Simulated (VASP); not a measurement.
# SrO in VASP: further runs, part 2 of 2

VASP 6.6.1. Earlier steps stand in the parts before.

### Step 5. Single point, PBE (equal xy, yz and zx shear strains of +2 %)

File INCAR:

```
SYSTEM = SrO
ALGO     = Normal         ! electronic algorithm
EDIFF    = 1E-7           ! SCF threshold, eV
ENCUT    = 520            ! plane-wave cutoff, eV
GGA      = PE             ! functional
ISIF     = 2              ! what is computed and relaxed
ISMEAR   = -1             ! smearing method
LASPH    = .True.         ! aspherical terms in the spheres
LCHARG   = .False.        ! write CHGCAR
LREAL    = .False.        ! projectors in reciprocal space
LWAVE    = .False.        ! write WAVECAR
NBANDS   = 15             ! bands
NELM     = 80             ! most SCF steps
PREC     = Accurate       ! precision mode
SIGMA    = 0.02           ! smearing width, eV
```

File KPOINTS:

```
k-points
0
Gamma
  8 8 8
  0 0 0
```

File POSCAR:

```
SrO
1.0
    0.0513960000      2.5954980000      2.5954980000
    2.5954980000      0.0513960000      2.5954980000
    2.5954980000      2.5954980000      0.0513960000
Sr O
1 1
Direct
    0.0000000000      0.0000000000      0.0000000000
    0.5000000000      0.5000000000      0.5000000000
```

Potentials or basis: VASP PAW PBE potentials, release 64 (Sr_sv, O).

Command:

```bash
$ cat potpaw_PBE.64/Sr_sv/POTCAR potpaw_PBE.64/O/POTCAR > POTCAR
$ mpirun -np 1 vasp_std > vasp.out
```

OUTCAR:

```text
SYSTEM = SrO
   EDIFF = 1E-7
   ENCUT = 520
   GGA = PE
   ISIF = 2
   ISMEAR = -1
   LASPH = .True.
   LREAL = .False.
   NELM = 80
   PREC = Accurate

 ion  position               nearest neighbor table
   1  0.000  0.000  0.000-   2 2.57   2 2.57   2 2.57   2 2.57   2 2.57   2 2.57
   2  0.500  0.500  0.500-   1 2.57   1 2.57   1 2.57   1 2.57   1 2.57   1 2.57

  LATTYP: Found a trigonal (rhomboedric) cell.
 ALAT       =     3.6709482814
 COS(alpha) =     0.5197000882

  Lattice vectors:

 A1 = (   0.0513960000,   2.5954980000,   2.5954980000)
 A2 = (   2.5954980000,   0.0513960000,   2.5954980000)
 A3 = (   2.5954980000,   2.5954980000,   0.0513960000)

Analysis of symmetry for initial positions (statically):
=====================================================================
 Subroutine PRICEL returns:
 Original cell was already a primitive cell.

 Routine SETGRP: Setting up the symmetry group for a
 trigonal (rhombohedral) supercell.

 Subroutine GETGRP returns: Found 12 space group operations
 (whereof 12 operations were pure point group operations)
 out of a pool of 12 trial point group operations.

The static configuration has the point symmetry D_3d.

Analysis of symmetry for dynamics (positions and initial velocities):
=====================================================================
 Subroutine PRICEL returns:
 Original cell was already a primitive cell.

 Routine SETGRP: Setting up the symmetry group for a
 trigonal (rhombohedral) supercell.

 Subroutine GETGRP returns: Found 12 space group operations
 (whereof 12 operations were pure point group operations)
 out of a pool of 12 trial point group operations.

The dynamic configuration has the point symmetry D_3d.

 Subroutine INISYM returns: Found 12 space group operations
 (whereof 12 operations are pure point group operations),
 and found     1 'primitive' translations

----------------------------------------------------------------------------------------

                                     Primitive cell

  volume of cell :      33.9311

  direct lattice vectors                    reciprocal lattice vectors
     0.051396000  2.595498000  2.595498000    -0.198459795  0.194606207  0.194606207
     2.595498000  0.051396000  2.595498000     0.194606207 -0.198459795  0.194606207
     2.595498000  2.595498000  0.051396000     0.194606207  0.194606207 -0.198459795

  length of vectors
     3.670948281  3.670948281  3.670948281     0.339307296  0.339307296  0.339307296

  position of ions in fractional coordinates (direct lattice)
     0.000000000  0.000000000  0.000000000
     0.500000000  0.500000000  0.500000000

  ion indices of the primitive-cell ions
   primitive index   ion index
                 1           1
                 2           2

----------------------------------------------------------------------------------------

 KPOINTS: k-points

Automatic generation of k-mesh.
 Grid dimensions read from file:
 generate k-points for:    8    8    8

 Generating k-lattice:

  Cartesian coordinates                     Fractional coordinates (reciprocal lattice)
    -0.024807474  0.024325776  0.024325776     0.125000000  0.000000000  0.000000000
     0.024325776 -0.024807474  0.024325776     0.000000000  0.125000000  0.000000000
     0.024325776  0.024325776 -0.024807474     0.000000000  0.000000000  0.125000000

  Length of vectors
     0.042413412  0.042413412  0.042413412

  Shift w.r.t. Gamma in fractional coordinates (k-lattice)
     0.000000000  0.000000000  0.000000000

 Subroutine IBZKPT returns following result:
 ===========================================

 Found     65 irreducible k-points:

 Following reciprocal coordinates:
            Coordinates               Weight
  0.000000  0.000000  0.000000      1.000000
  0.125000  0.000000  0.000000      6.000000
  0.250000  0.000000  0.000000      6.000000
  0.375000  0.000000 -0.000000      6.000000
  0.500000  0.000000  0.000000      3.000000
  0.125000  0.125000  0.000000      6.000000
[... 16 lines left out ...]
  0.250000  0.125000  0.125000      6.000000
  0.375000  0.125000  0.125000      6.000000
 [... further k-points ...]
   k-points           NKPTS =     65   k-points in BZ     NKDIM =     65   number of bands    NBANDS=     15
   number of dos      NEDOS =    301   number of ions     NIONS =      2
   total plane-waves  NPLWV =  21952
   dimension x,y,z NGX =    28 NGY =   28 NGZ =   28
   dimension x,y,z NGXF=    56 NGYF=   56 NGZF=   56
   ions per type =               1   1
   NGX,Y,Z   is equivalent  to a cutoff of  12.68, 12.68, 12.68 a.u.
   NGXF,Y,Z  is equivalent  to a cutoff of  25.36, 25.36, 25.36 a.u.
 SYSTEM =  SrO
   PREC   = accura    normal or accurate (medium, high low for compatibility)
   ISTART =      0    job   : 0-new  1-cont  2-samecut
   ICHARG =      2    charge: 1-file 2-atom 10-const
   ISPIN  =      1    spin polarized calculation?
   LNONCOLLINEAR =      F non collinear calculations
   LSORBIT =      F    spin-orbit coupling
   LASPH  =      T    aspherical Exc in radial PAW
   ENCUT  =  520.0 eV  38.22 Ry    6.18 a.u.   6.83  6.83  6.83*2*pi/ulx,y,z
   NELM   =     80;   NELMIN=  2; NELMDL= -5     # of ELM steps
   EDIFF  = 0.1E-06   stopping-criterion for ELM
   LREAL  =      F    real-space projection
   EDIFFG = 0.1E-05   stopping-criterion for IOM
   NSW    =      0    number of steps for IOM
   IBRION =     -1    ionic relax: 0-MD 1-quasi-New 2-CG
   NFREE  =      0    steps in history (QN), initial steepest desc. (CG)
   ISIF   =      2    stress and relaxation
   ISYM   =      2    0-nonsym 1-usesym 2-fastsym
   POTIM  = 0.5000    time-step for ionic-motion
   TEBEG  =    0.0;   TEEND  =   0.0 temperature during run
   PSTRESS=    0.0 pullay stress
   NELECT =      16.0000    total number of electrons
   NUPDOWN=      -1.0000    fix difference up-down
   EMIN   =  10.00;   EMAX   =-10.00  energy-range for DOS
   EFERMI =   0.00;   METHOD = LEGACY
   ISMEAR =    -1;   SIGMA  =   0.02  broadening in eV -4-tet -1-fermi 0-gaus
   EFERMI_NEDOS =   21; number of points for ismear=-14 and -15
   IALGO  =     38    algorithm
   IMIX   =      4    mixing-type and parameters
     AMIX     =   0.40;   BMIX     =  1.00
     AMIX_MAG =   1.60;   BMIX_MAG =  1.00
  volume/ion in A,a.u.               =      16.97       114.49
  Fermi-wavevector in a.u.,A,eV,Ry     =   1.274232  2.407950 22.091348  1.623668
  Thomas-Fermi vector in A             =   2.407012
   LORBIT       =      0    0 simple, 1 ext, 2 COOP (PROOUT), +10 PAW based schemes
   GGA     = PE    functional components
   LHFCALC =     F    Hartree Fock is set to
   AEXX    =    0.0000 exact exchange contribution
   IVDW    =     0    specifies the selected vdW correction
   LEPSILON=     F    determine dielectric tensor
   LRPA    =     F    only Hartree local field effects (RPA)
 non-spin polarized calculation
  energy-cutoff  :      520.00
  volume of cell :       33.93
 maximum number of plane-waves:       930
   NGX = 13   NGY = 13   NGZ = 13

 number of electron      15.9999997 magnetization

 Free energy of the ion-electron system (eV)
  ---------------------------------------------------
  ext. energy  EPLUGINS =         0.00000000
  ---------------------------------------------------
  free energy    TOTEN  =       -12.03303868 eV

  energy without entropy =      -12.03303868  energy(sigma->0) =      -12.03303868

 E-fermi :   2.0849     XC(G=0): -10.0350

 val. band max:        1.6984592738   @ k =   0.0000   0.0000   0.0000
 cond. band min:       4.9331720235   @ k =   0.5000   0.5000   0.0000
 fundamental gap:      3.2347127497
 Fermi energy:         2.0848646843

 k-point     1 :       0.0000    0.0000    0.0000
  band No.  band energies     occupation
      1     -30.7177      2.00000
      2     -13.4184      2.00000
      3     -12.3638      2.00000
      4     -12.3466      2.00000
      5     -12.3466      2.00000
      6       1.6319      2.00000
      7       1.6985      2.00000
      8       1.6985      2.00000
      9       5.6578      0.00000
     10       7.6573      0.00000
     11       7.9991      0.00000
     12       7.9991      0.00000
     13      10.0671      0.00000
     14      10.0671      0.00000
     15      14.3987      0.00000
[... 397 lines left out ...]
 k-point    24 :       0.3750    0.1250    0.1250
  band No.  band energies     occupation
      1     -30.6195      2.00000
      2     -14.5088      2.00000
      3     -12.5707      2.00000
      4     -12.3901      2.00000
      5     -11.4416      2.00000
      6       0.0977      2.00000
      7       0.8012      2.00000
      8       1.1590      2.00000
      9       7.6398      0.00000
     10       8.3006      0.00000
     11       9.3584      0.00000
     12       9.8920      0.00000
     13      11.9994      0.00000
     14      12.3245      0.00000
     15      17.7113      0.00000

 [... further k-points ...]
[... 5 lines left out ...]
  --------------------------------------------------------------------------------------
  -------------------------------------------------------------------------------------
  Total        0.7409869      0.7409869      0.7409869     -0.2413898     -0.2413898     -0.2413898
  in kB       34.9882803     34.9882803     34.9882803    -11.3980585    -11.3980585    -11.3980585
  external PRESSURE =      34.9882803 kB  Pullay stress =       0.0000000 kB

 VOLUME and BASIS-vectors are now :
 -----------------------------------------------------------------------------
  energy-cutoff  :      520.00
  volume of cell :       33.93
      direct lattice vectors                 reciprocal lattice vectors
     0.051396000  2.595498000  2.595498000    -0.198459795  0.194606207  0.194606207
     2.595498000  0.051396000  2.595498000     0.194606207 -0.198459795  0.194606207
     2.595498000  2.595498000  0.051396000     0.194606207  0.194606207 -0.198459795

 POSITION                                       TOTAL-FORCE (eV/Angst)
 -----------------------------------------------------------------------------------
      0.00000      0.00000      0.00000        -0.000000      0.000000     -0.000000
      2.62120      2.62120      2.62120         0.000000     -0.000000      0.000000
 -----------------------------------------------------------------------------------
    total drift:                                0.000000      0.000000      0.000000

  FREE ENERGIE OF THE ION-ELECTRON SYSTEM (eV)
  ---------------------------------------------------
  free  energy   TOTEN  =       -12.0330386767 eV

  energy  without entropy=      -12.0330386766  energy(sigma->0) =      -12.03303868
```

Run time: 22 s. Hardware: 1 thread of Intel Xeon 6975P-C (Granite Rapids), shared host; peak memory 0.17 GiB.

What came out:

- Free energy: -12.0330 eV
- Pressure: 3.5 GPa
- Band gap on the k mesh: 3.23 eV, indirect (least direct gap 3.32 eV)

Stress tensor (GPa, compression positive):
```
 3.50 -1.14 -1.14
-1.14  3.50 -1.14
-1.14 -1.14  3.50
```

Caveat: the cell differs from its parent crystal (equal xy, yz and zx shear strains of +2 %). A k mesh can miss the band edges.

### Step 6. Single point, PBE (equal xy, yz and zx shear strains of -2 %)

File INCAR:

```
  ALGO = Normal
  EDIFF = 1E-6
  ENCUT = 520
  GGA = PE
  ISIF = 2
  ISMEAR = -1
  LASPH = T
  LCHARG = F
  LREAL = F
  LWAVE = F
  NBANDS = 15
  NELM = 100
  PREC = Accurate
  SIGMA = 0.02
```

File KPOINTS:

```
k-points
0
Gamma
  8 8 8
```

File POSCAR:

```
SrO
1.0
   -0.0513960000      2.5441020000      2.5441020000
    2.5441020000     -0.0513960000      2.5441020000
    2.5441020000      2.5441020000     -0.0513960000
Sr O
1 1
Direct
    0.0000000000      0.0000000000      0.0000000000
    0.5000000000      0.5000000000      0.5000000000
```

Potentials or basis: VASP PAW PBE potentials, release 64 (Sr_sv, O).

Command:

```bash
$ cat potpaw_PBE.64/Sr_sv/POTCAR potpaw_PBE.64/O/POTCAR > POTCAR
$ mpirun -np 1 vasp_std > vasp.out
```

Run time: 20 s. Hardware: 1 thread of Intel Xeon 6975P-C (Granite Rapids), shared host; peak memory 0.18 GiB.

Results (log left out):

| Property | Result |
| --- | --- |
| Free energy | -12.0334 eV |
| Pressure | 3.5 GPa |
| Band gap on the k mesh | 3.22 eV, indirect (least direct gap 3.32 eV) |

Stress tensor (GPa, compression positive):
```
3.50 1.02 1.02
1.02 3.50 1.02
1.02 1.02 3.50
```

Levels at points of the mesh, in eV from the valence-band top:
```csv
k point,band 6,band 7,band 8,band 9,band 10,band 11
"(0.00, 0.00, 0.00)",-0.06,-0.06,0.00,3.94,6.03,6.03
"(0.50, 0.00, 0.00)",-2.22,-1.22,-1.09,6.47,8.41,8.57
"(0.50, 0.50, 0.00)",-0.48,-0.15,-0.10,3.22,7.76,10.12
"(0.50, 0.50, 0.50)",-2.22,-1.27,-1.27,6.58,8.48,8.95
```

Caveat: the cell differs from its parent crystal (equal xy, yz and zx shear strains of -2 %).

### Step 7. The runs side by side

```tsv
cell	gap on the mesh (eV)	pressure (GPa)
a = 3.652, b = 3.652, c = 3.671 Å, angles 59.8, 59.8, 60.3°, 2 atoms	3.23	1.6
a = 3.581 Å, angles 62.0°, 2 atoms	3.19	3.5
a = 3.616 Å, angles 60.7°, 2 atoms	3.24	3.5
a = 3.671 Å, angles 58.7°, 2 atoms	3.23	3.5
a = 3.598 Å, angles 61.3°, 2 atoms	3.22	3.5
```

Alike in all rows: task single point; level PBE; potentials or basis VASP PAW PBE potentials, release 64 (Sr_sv, O); no spin polarisation; k mesh 8 × 8 × 8; cutoff (eV) 520; smearing fermi-dirac 0.02 eV.

Total energies depend on the potentials used, so only differences within one code and one set of settings carry meaning.
